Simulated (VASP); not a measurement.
# Cu (I4/mmm) in VASP: further runs

Cu is run at these levels: PBEsol; tasks: single point.

All numbers are computed with VASP 6.6.1; they aren't measurements. Logs are shortened: lines on timing, memory, paths and dates and some standing lists are left out, and cuts for length are marked.

### 1 The cell of the first run

It takes space group I4/mmm (No. 139, tetragonal). The conventional cell has a = 2.929 Å, b = 2.929 Å, c = 2.670 Å, α = 90.00°, β = 90.00°, γ = 90.00°. Within 3.3 Å of Cu (site symmetry 4/mmm) lie 14 Cu at 2.46 to 2.93 Å.

### 2 Single point, PBEsol (strain +0.015 along x and y, -0.030 along z)

The input, INCAR:

```
SYSTEM = Cu
ALGO = Fast
EDIFF = 1E-6
ENCUT = 520
GGA = PS
ISIF = 2
ISMEAR = 0
LASPH = .TRUE.
LCHARG = .FALSE.
LREAL = .FALSE.
LWAVE = .FALSE.
NBANDS = 12
NELM = 100
PREC = Accurate
SIGMA = 0.15
```

The input, KPOINTS:

```
k-points
0
G
  24 24 24
  0 0 0
```

The input, POSCAR:

```
Cu
1.0
   -1.4644352198      1.4644352198      1.3347990065
    1.4644352198     -1.4644352198      1.3347990065
    1.4644352198      1.4644352198     -1.3347990065
Cu
1
Direct
    0.0000000000      0.0000000000      0.0000000000
```

Potentials or basis: VASP PAW PBE potentials, release 64 (Cu).

On the command line:

```console
> cat potpaw_PBE.64/Cu/POTCAR > POTCAR
> mpirun -np 1 vasp_std > vasp.out
```

OUTCAR:

```text
SYSTEM = Cu
   EDIFF = 1E-6
   ENCUT = 520
   GGA = PS
   ISIF = 2
   ISMEAR = 0
   LASPH = .TRUE.
   LREAL = .FALSE.
   NELM = 100
   PREC = Accurate

 ion  position               nearest neighbor table
   1  0.000  0.000  0.000-

  LATTYP: Found a body centered tetragonal cell.
 ALAT       =     2.9288704396
 C/A-ratio  =     0.9114769902

  Lattice vectors:

 A1 = (  -1.4644352198,   1.4644352198,   1.3347990065)
 A2 = (   1.4644352198,  -1.4644352198,   1.3347990065)
 A3 = (   1.4644352198,   1.4644352198,  -1.3347990065)

Analysis of symmetry for initial positions (statically):
=====================================================================
 Subroutine PRICEL returns:
 Original cell was already a primitive cell.

 Routine SETGRP: Setting up the symmetry group for a
 body centered tetragonal supercell.

 Subroutine GETGRP returns: Found 16 space group operations
 (whereof 16 operations were pure point group operations)
 out of a pool of 16 trial point group operations.

The static configuration has the point symmetry D_4h.

Analysis of symmetry for dynamics (positions and initial velocities):
=====================================================================
 Subroutine PRICEL returns:
 Original cell was already a primitive cell.

 Routine SETGRP: Setting up the symmetry group for a
 body centered tetragonal supercell.

 Subroutine GETGRP returns: Found 16 space group operations
 (whereof 16 operations were pure point group operations)
 out of a pool of 16 trial point group operations.

The dynamic configuration has the point symmetry D_4h.

 Subroutine INISYM returns: Found 16 space group operations
 (whereof 16 operations are pure point group operations),
 and found     1 'primitive' translations

----------------------------------------------------------------------------------------

                                     Primitive cell

  volume of cell :      11.4503

  direct lattice vectors                    reciprocal lattice vectors
    -1.464435220  1.464435220  1.334799006     0.000000000  0.341428554  0.374588232
     1.464435220 -1.464435220  1.334799006     0.341428554  0.000000000  0.374588232
     1.464435220  1.464435220 -1.334799006     0.341428554  0.341428554  0.000000000

  length of vectors
     2.463905318  2.463905318  2.463905318     0.506842975  0.506842975  0.482852892

  position of ions in fractional coordinates (direct lattice)
     0.000000000  0.000000000  0.000000000

  ion indices of the primitive-cell ions
   primitive index   ion index
                 1           1

----------------------------------------------------------------------------------------

 KPOINTS: k-points

Automatic generation of k-mesh.
 Grid dimensions read from file:
 generate k-points for:   24   24   24

 Generating k-lattice:

  Cartesian coordinates                     Fractional coordinates (reciprocal lattice)
     0.000000000  0.014226190  0.015607843     0.041666667  0.000000000  0.000000000
     0.014226190  0.000000000  0.015607843     0.000000000  0.041666667  0.000000000
     0.014226190  0.014226190  0.000000000     0.000000000  0.000000000  0.041666667

  Length of vectors
     0.021118457  0.021118457  0.020118871

  Shift w.r.t. Gamma in fractional coordinates (k-lattice)
     0.000000000  0.000000000  0.000000000

 Subroutine IBZKPT returns following result:
 ===========================================

 Found   1063 irreducible k-points:

 Following reciprocal coordinates:
            Coordinates               Weight
  0.000000  0.000000  0.000000      1.000000
  0.041667  0.000000 -0.000000      8.000000
  0.083333  0.000000 -0.000000      8.000000
  0.125000  0.000000  0.000000      8.000000
  0.166667  0.000000 -0.000000      8.000000
  0.208333  0.000000  0.000000      8.000000
[... 16 lines left out ...]
  0.416667  0.041667  0.000000     16.000000
  0.458333  0.041667  0.000000     16.000000
 [... further k-points ...]
   k-points           NKPTS =   1063   k-points in BZ     NKDIM =   1063   number of bands    NBANDS=     12
   number of dos      NEDOS =    301   number of ions     NIONS =      1
   total plane-waves  NPLWV =   5832
   dimension x,y,z NGX =    18 NGY =   18 NGZ =   18
   dimension x,y,z NGXF=    36 NGYF=   36 NGZF=   36
   ions per type =               1
   NGX,Y,Z   is equivalent  to a cutoff of  12.15, 12.15, 12.15 a.u.
   NGXF,Y,Z  is equivalent  to a cutoff of  24.29, 24.29, 24.29 a.u.
 SYSTEM =  Cu
   PREC   = accura    normal or accurate (medium, high low for compatibility)
   ISTART =      0    job   : 0-new  1-cont  2-samecut
   ICHARG =      2    charge: 1-file 2-atom 10-const
   ISPIN  =      1    spin polarized calculation?
   LNONCOLLINEAR =      F non collinear calculations
   LSORBIT =      F    spin-orbit coupling
   LASPH  =      T    aspherical Exc in radial PAW
   ENCUT  =  520.0 eV  38.22 Ry    6.18 a.u.   4.58  4.58  4.58*2*pi/ulx,y,z
   NELM   =    100;   NELMIN=  2; NELMDL= -5     # of ELM steps
   EDIFF  = 0.1E-05   stopping-criterion for ELM
   LREAL  =      F    real-space projection
   EDIFFG = 0.1E-04   stopping-criterion for IOM
   NSW    =      0    number of steps for IOM
   IBRION =     -1    ionic relax: 0-MD 1-quasi-New 2-CG
   NFREE  =      0    steps in history (QN), initial steepest desc. (CG)
   ISIF   =      2    stress and relaxation
   ISYM   =      2    0-nonsym 1-usesym 2-fastsym
   POTIM  = 0.5000    time-step for ionic-motion
   TEBEG  =    0.0;   TEEND  =   0.0 temperature during run
   PSTRESS=    0.0 pullay stress
   NELECT =      11.0000    total number of electrons
   NUPDOWN=      -1.0000    fix difference up-down
   EMIN   =  10.00;   EMAX   =-10.00  energy-range for DOS
   EFERMI =   0.00;   METHOD = LEGACY
   ISMEAR =     0;   SIGMA  =   0.15  broadening in eV -4-tet -1-fermi 0-gaus
   EFERMI_NEDOS =   21; number of points for ismear=-14 and -15
   IALGO  =     68    algorithm
   IMIX   =      4    mixing-type and parameters
     AMIX     =   0.40;   BMIX     =  1.00
     AMIX_MAG =   1.60;   BMIX_MAG =  1.00
  volume/ion in A,a.u.               =      11.45        77.27
  Fermi-wavevector in a.u.,A,eV,Ry     =   1.615351  3.052571 35.502497  2.609360
  Thomas-Fermi vector in A             =   2.710113
   LORBIT       =      0    0 simple, 1 ext, 2 COOP (PROOUT), +10 PAW based schemes
   GGA     = PS    functional components
   LHFCALC =     F    Hartree Fock is set to
   AEXX    =    0.0000 exact exchange contribution
   IVDW    =     0    specifies the selected vdW correction
   LEPSILON=     F    determine dielectric tensor
   LRPA    =     F    only Hartree local field effects (RPA)
 non-spin polarized calculation
 RMM-DIIS sequential band-by-band and
 Gauss-broadening in eV      SIGMA  =   0.15
  energy-cutoff  :      520.00
  volume of cell :       11.45
 maximum number of plane-waves:       322
   NGX =  9   NGY =  9   NGZ =  9

 number of electron      11.0000021 magnetization

 Free energy of the ion-electron system (eV)
  ---------------------------------------------------
  ext. energy  EPLUGINS =         0.00000000
  ---------------------------------------------------
  free energy    TOTEN  =        -4.27121808 eV

  energy without entropy =       -4.26683308  energy(sigma->0) =       -4.26902558

 E-fermi :   7.7905     XC(G=0): -13.0897

 val. band max:        7.7837204823   @ k =  -0.3750   0.3750   0.2500
 cond. band min:       7.7918278283   @ k =   0.1667   0.1667   0.1667
 fundamental gap:      0.0081073460
 Fermi energy:         7.7904512977

 k-point     1 :       0.0000    0.0000    0.0000
  band No.  band energies     occupation
      1      -1.8332      2.00000
      2       4.3453      2.00000
      3       4.7427      2.00000
      4       4.7427      2.00000
      5       5.3980      2.00000
      6       5.8240      2.00000
      7      31.9757      0.00000
      8      31.9757      0.00000
      9      34.7265      0.00000
     10      36.0560      0.00000
     11      36.2413      0.00000
     12      36.7823      0.00000

 k-point     2 :       0.0417    0.0000   -0.0000
  band No.  band energies     occupation
      1      -1.7621      2.00000
      2       4.3542      2.00000
      3       4.7394      2.00000
      4       4.7459      2.00000
      5       5.4015      2.00000
      6       5.8124      2.00000
      7      31.6731      0.00000
      8      31.7539      0.00000
      9      33.9712      0.00000
     10      35.5303      0.00000
     11      35.9976      0.00000
     12      36.1598      0.00000

 k-point     3 :       0.0833    0.0000   -0.0000
  band No.  band energies     occupation
      1      -1.5502      2.00000
      2       4.3671      2.00000
      3       4.7271      2.00000
      4       4.7692      2.00000
      5       5.4135      2.00000
      6       5.7809      2.00000
      7      30.7674      0.00000
      8      31.2161      0.00000
      9      32.2077      0.00000
     10      34.3417      0.00000
     11      35.2120      0.00000
     12      36.0645      0.00000
[... 286 lines left out ...]
 k-point    23 :       0.4167    0.0417    0.0000
  band No.  band energies     occupation
      1       2.5747      2.00000
      2       3.7323      2.00000
      3       5.5385      2.00000
      4       5.8942      2.00000
      5       6.1551      2.00000
      6       6.9684      2.00000
      7      13.7509      0.00000
      8      24.4146      0.00000
      9      24.9616      0.00000
     10      29.3216      0.00000
     11      32.2694      0.00000
     12      40.2701      0.00000

 k-point    24 :       0.4583    0.0417    0.0000
  band No.  band energies     occupation
      1       2.6199      2.00000
      2       3.7063      2.00000
      3       5.5702      2.00000
      4       5.9182      2.00000
      5       6.2734      2.00000
      6       7.5212      1.98887
      7      12.8105      0.00000
      8      24.1551      0.00000
      9      24.8095      0.00000
     10      29.2748      0.00000
     11      32.2830      0.00000
     12      40.8819      0.00000

 [... further k-points ...]
[... 5 lines left out ...]
  --------------------------------------------------------------------------------------
  -------------------------------------------------------------------------------------
  Total       -0.0392286     -0.0392286      0.0182857      0.0000000      0.0000000      0.0000000
  in kB       -5.4890540     -5.4890540      2.5586254      0.0000000      0.0000000      0.0000000
  external PRESSURE =      -2.8064942 kB  Pullay stress =       0.0000000 kB

 VOLUME and BASIS-vectors are now :
 -----------------------------------------------------------------------------
  energy-cutoff  :      520.00
  volume of cell :       11.45
      direct lattice vectors                 reciprocal lattice vectors
    -1.464435220  1.464435220  1.334799006     0.000000000  0.341428554  0.374588232
     1.464435220 -1.464435220  1.334799006     0.341428554  0.000000000  0.374588232
     1.464435220  1.464435220 -1.334799006     0.341428554  0.341428554  0.000000000

 POSITION                                       TOTAL-FORCE (eV/Angst)
 -----------------------------------------------------------------------------------
      0.00000      0.00000      0.00000        -0.000000      0.000000      0.000000
 -----------------------------------------------------------------------------------
    total drift:                                0.000000     -0.000000      0.000000

  FREE ENERGIE OF THE ION-ELECTRON SYSTEM (eV)
  ---------------------------------------------------
  free  energy   TOTEN  =        -4.2712180827 eV

  energy  without entropy=       -4.2668330756  energy(sigma->0) =       -4.26902558
```

Run time: 70 s. Hardware: 1 thread of AMD EPYC 9R45 (Zen 5), shared host; peak memory 0.21 GiB.

What came out:

```
Free energy : -4.2712 eV
Pressure    : -0.3 GPa
```

Stress tensor (GPa, compression positive):
```
-0.55  0.00  0.00
 0.00 -0.55  0.00
 0.00  0.00  0.26
```

Caveat: the cell differs from its parent crystal (strain +0.015 along x and y, -0.030 along z); the PAW data sets were made with another functional, which shifts forces and pressure a little.

### 3 Single point, PBEsol (strain +0.015 along x and y, -0.015 along z)

The input, INCAR:

```
SYSTEM = Cu
ALGO     = Fast           ! electronic algorithm
EDIFF    = 1E-6           ! SCF threshold, eV
ENCUT    = 520            ! plane-wave cutoff, eV
GGA      = PS             ! functional
ISIF     = 2              ! what is computed and relaxed
ISMEAR   = 0              ! smearing method
LASPH    = .TRUE.         ! aspherical terms in the spheres
LCHARG   = .FALSE.        ! write CHGCAR
LREAL    = .FALSE.        ! projectors in reciprocal space
LWAVE    = .FALSE.        ! write WAVECAR
NBANDS   = 12             ! bands
NELM     = 60             ! most SCF steps
PREC     = Accurate       ! precision mode
SIGMA    = 0.15           ! smearing width, eV
```

KPOINTS is that of step 2.

The input, POSCAR:

```
Cu
1.0
   -1.4644352198      1.4644352198      1.3554402282
    1.4644352198     -1.4644352198      1.3554402282
    1.4644352198      1.4644352198     -1.3554402282
Cu
1
Direct
    0.0000000000      0.0000000000      0.0000000000
```

Potentials or basis: VASP PAW PBE potentials, release 64 (Cu).

On the command line:

```console
> cat potpaw_PBE.64/Cu/POTCAR > POTCAR
> mpirun -np 1 vasp_std > vasp.out
```

Run time: 72 s. Hardware: 1 thread of AMD EPYC 9R45 (Zen 5), shared host; peak memory 0.21 GiB.

Results (log left out):

```
Free energy : -4.2699 eV
Pressure    : -2.8 GPa
```

Stress tensor (GPa, compression positive):
```
-2.92  0.00  0.00
 0.00 -2.92  0.00
 0.00  0.00 -2.64
```

Levels at points of the mesh, in eV from the Fermi level:
| k point | band 2 | band 3 | band 4 | band 5 | band 6 | band 7 | band 8 | band 9 | band 10 | band 11 |
| --- | --- | --- | --- | --- | --- | --- | --- | --- | --- | --- |
| (0.00, 0.00, 0.00) | -3.35 | -3.03 | -3.03 | -2.31 | -1.96 | 24.28 | 24.28 | 26.48 | 28.38 | 28.60 |
| (0.50, 0.00, 0.00) | -4.00 | -2.15 | -1.84 | -1.36 | -0.44 | 4.73 | 16.98 | 17.00 | 20.95 | 23.94 |
| (0.50, 0.50, 0.00) | -3.61 | -2.39 | -2.08 | -1.40 | -1.04 | 3.87 | 19.03 | 19.32 | 22.85 | 25.74 |
| (0.50, 0.50, 0.50) | -4.69 | -1.56 | -1.56 | -1.48 | 7.27 | 7.27 | 10.28 | 12.95 | 13.66 | 17.05 |

Caveat: the cell differs from its parent crystal (strain +0.015 along x and y, -0.015 along z); the PAW data sets were made with another functional, which shifts forces and pressure a little.

### 4 Single point, PBEsol (strain +0.030 along x and y, -0.030 along z)

The input, INCAR:

```
SYSTEM = Cu
PREC = Accurate ; ENCUT = 520
EDIFF = 1E-7 ; ISMEAR = 0
SIGMA = 0.15 ; LREAL = .False.
LASPH = .True. ; NELM = 80
ALGO = Fast ; ISIF = 2
LWAVE = .False. ; LCHARG = .False.
GGA = PS ; NBANDS = 12
```

The input, KPOINTS:

```
Automatic mesh
0
Gamma
  24 24 24
  0 0 0
```

The input, POSCAR:

```
Cu
1.0
   -1.4860771196      1.4860771196      1.3347990065
    1.4860771196     -1.4860771196      1.3347990065
    1.4860771196      1.4860771196     -1.3347990065
Cu
1
Direct
    0.0000000000      0.0000000000      0.0000000000
```

On the command line:

```console
> cat potpaw_PBE.64/Cu/POTCAR > POTCAR
> mpirun -np 1 vasp_std > vasp.out
```

Run time: 99 s. Hardware: 1 thread of AMD EPYC 9R45 (Zen 5), shared host; peak memory 0.21 GiB.

It converged, with:

```
Free energy : -4.2652 eV
Pressure    : -4.6 GPa
```

Stress tensor (GPa, compression positive):
```
-4.95  0.00  0.00
 0.00 -4.95  0.00
 0.00  0.00 -3.97
```

Levels at points of the mesh, in eV from the Fermi level:
| k point | band 4 | band 5 | band 6 | band 7 | band 8 | band 9 |
| --- | --- | --- | --- | --- | --- | --- |
| (0.00, 0.00, 0.00) | -2.93 | -2.38 | -1.90 | 23.62 | 23.62 | 26.91 |
| (0.50, 0.00, 0.00) | -1.75 | -1.37 | -0.31 | 4.79 | 16.59 | 16.64 |
| (0.50, 0.50, 0.00) | -2.09 | -1.41 | -1.13 | 3.60 | 19.51 | 19.81 |
| (0.50, 0.50, 0.50) | -1.56 | -1.45 | 6.87 | 6.87 | 11.05 | 12.58 |

Caveat: the cell differs from its parent crystal (strain +0.030 along x and y, -0.030 along z); the PAW data sets were made with another functional, which shifts forces and pressure a little.

### 5 Summary

| cell | further INCAR settings | gap on the mesh (eV) | pressure (GPa) |
| --- | --- | --- | --- |
| a = 2.464 Å, angles 107.1, 107.1, 114.4°, 1 atom | ALGO = Fast; EDIFF = 1e-06; NBANDS = 12 | none | -0.3 |
| a = 2.475 Å, angles 107.5, 107.5, 113.6°, 1 atom | ALGO = Fast; EDIFF = 1e-06; NBANDS = 12 | none | -2.8 |
| a = 2.490 Å, angles 106.7, 106.7, 115.2°, 1 atom | ALGO = Fast; EDIFF = 1e-07; NBANDS = 12 | none | -4.6 |

Alike in all rows: task single point; level PBEsol; potentials or basis VASP PAW PBE potentials, release 64 (Cu); no spin polarisation; k mesh 24 × 24 × 24; cutoff (eV) 520; smearing gaussian 0.15 eV.

Caveats: the PAW data sets were made with another functional, which shifts forces and pressure a little.

Total energies depend on the potentials used, so only differences within one code and one set of settings carry meaning.
